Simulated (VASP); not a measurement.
Runs of VASP 6.6.1 on Mg2B. The structure is that of space group Fd-3m (No. 227), or close to it. The cells are those of the table. 

```tsv
task	cell	k mesh	cutoff (eV)	gap on the mesh (eV)	pressure (GPa)	relaxed volume (Å³/atom)
relaxation of cell and atoms	relaxed from a = 4.999 Å, angles 60.0°, 6 atoms	4 × 4 × 4	600	none	-0.1	19.24
relaxation of cell and atoms	relaxed from a = 5.449 Å, angles 60.0°, 6 atoms	8 × 8 × 8	600	none	0.0	18.81
single point	a = 5.449 Å, angles 60.0°, 6 atoms	4 × 4 × 4	520	none	(a)	-
single point	a = 5.425 Å, angles 60.0°, 6 atoms	8 × 8 × 8	520	none	0.0	-
```

Alike in all rows: level PBE; potentials or basis VASP PAW PBE potentials, release 64 (Mg, B); no spin polarisation; smearing gaussian 0.1 eV.

Q: Fill in the values left out.

A: (a) 0.3.

Caveats: some runs use coarse meshes; the volume moved by over 15 % at a fixed basis, so the end points are rough (some runs).

A gap of «none» marks levels without a gap at the run's occupations.
